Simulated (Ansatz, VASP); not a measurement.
**Two plane-wave programs on BaTiO3**

The input POSCAR:

```
BaTiO3
1.0
    4.0060000000      0.0000000000      0.0000000000
    0.0000000000      4.0060000000      0.0000000000
    0.0000000000      0.0000000000      4.0060000000
Ba Ti O
1 1 3
Direct
    0.5000000000      0.5000000000      0.5000000000
    0.0000000000      0.0000000000      0.0000000000
    0.0000000000      0.0000000000      0.5000000000
    0.0000000000      0.5000000000      0.0000000000
    0.5000000000      0.0000000000      0.0000000000
```

The input INCAR.step1:

```
  PREC = Accurate
  ENCUT = 520
  ISMEAR = -1
  SIGMA = 0.05
  LREAL = False
  LASPH = True
  NELM = 100
  NBANDS = 28
  GGA = PE
  ALGO = Normal
  EDIFF = 1E-4
  LWAVE = True
  LCHARG = False
```

File INCAR.step2:

```
  PREC = Accurate
  ENCUT = 520
  EDIFF = 1E-6
  ISMEAR = -1
  SIGMA = 0.05
  LREAL = False
  LASPH = True
  NELM = 100
  ALGO = Normal
  ISIF = 2
  LWAVE = False
  LCHARG = False
  METAGGA = R2SCAN
  LMIXTAU = True
  NBANDS = 28
  ISTART = 1
```

KPOINTS

```
regular mesh
0
Gamma
  7 7 7
```

Contents of input.yaml:

```yaml
crystal:
  lattice:
    - [4.006, 0.0, 0.0]
    - [0.0, 4.006, 0.0]
    - [0.0, 0.0, 4.006]
  atoms:
    - { symbol: Ba, position: [0.5, 0.5, 0.5] }
    - { symbol: Ti, position: [0.0, 0.0, 0.0] }
    - { symbol: O, position: [0.0, 0.0, 0.5] }
    - { symbol: O, position: [0.0, 0.5, 0.0] }
    - { symbol: O, position: [0.5, 0.0, 0.0] }
hamiltonian:
  xc: r2scan
  pseudopotentials: { kind: paw }
kpoints:
  mp_grid: { grid: [7, 7, 7] }
  band_path:
    path:
      - [[0.0, 0.0, 0.0], [0.0, 0.5, 0.0], [0.5, 0.5, 0.0], [0.0, 0.0, 0.0], [0.5, 0.5, 0.5], [0.0, 0.5, 0.0]]
      - [[0.5, 0.5, 0.0], [0.5, 0.5, 0.5]]
    npoints: 14
scf:
  occupations: { method: fermi_dirac, width: 0.05 }
  n_extra_bands: 12
output:
  forces: true
  stress: true
  eigenvalues: true
  fatbands: true
```

Alike in both runs: functional r2SCAN; k mesh 7 × 7 × 7; occupations fermi-dirac, width 0.05 eV; no spin polarisation.

```csv
,VASP,Ansatz
version,VASP 6.6.1,Ansatz 0.2.0
potentials or method,"VASP PAW PBE potentials, release 64 (Ba_sv, Ti_sv, O)",Ansatz PAW
plane-wave cutoff (eV),520,500
valence electrons in the cell,40,40
task,single point,band structure
```

Ansatz gave:

| Quantity | Value |
| --- | --- |
| gap on the k mesh at the Fermi level (eV) | 2.21 |
| least direct gap on the mesh (eV) | 2.27 |
| pressure (GPa) | -1.6 |

Q: Estimate VASP's values.

A: gap on the k mesh at the Fermi level (eV): 2.19; least direct gap on the mesh (eV): 2.29; pressure (GPa): 0.3.

VASP's potentials were made for PBE, not for r2SCAN.

Neither program's run includes spin-orbit coupling. Noted on Ansatz's run: the k mesh misses the band edges, so the gap on the mesh is wider than the one along the path.
